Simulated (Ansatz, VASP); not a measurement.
MgO in VASP and in Ansatz

```xyz
2
Lattice="0.0000 2.1801 2.1269 2.1801 0.0000 2.1269 2.1801 2.1801 0.0000" Properties=species:S:1:pos:R:3 pbc="T T T"
Mg    0.0000    0.0000    0.0000
O     2.1801    2.1801    2.1269
```

Change from the starting cell: strain +0.025 along x and y, +0.000 along z, atoms carried along.

Alike in both runs: task single point; functional PBE; k mesh 10 × 10 × 10; occupations gaussian, width 0.05 eV; no spin polarisation.

|  | VASP | Ansatz |
| --- | --- | --- |
| version | VASP 6.6.1 | Ansatz 0.2.0 |
| potentials or method | VASP PAW PBE potentials, release 64 (Mg, O), cutoff 520 eV | scalar-relativistic, plane waves, PAW |
| valence electrons in the cell | 8 | 16 |

```tsv
	VASP	Ansatz	Ansatz less VASP
gap on the k mesh at the Fermi level (eV)	3.97	3.99	+0.020
least direct gap on the mesh (eV)	3.97	3.99	+0.020
pressure (GPa)	-7.2	-6.5	+0.75
traceless stress, the component that is largest in VASP (GPa)	2.23	2.22	-0.009
```

VASP's potentials hold 8 valence electrons a cell and Ansatz's 16, so a difference there can come from the potentials and not from the codes.
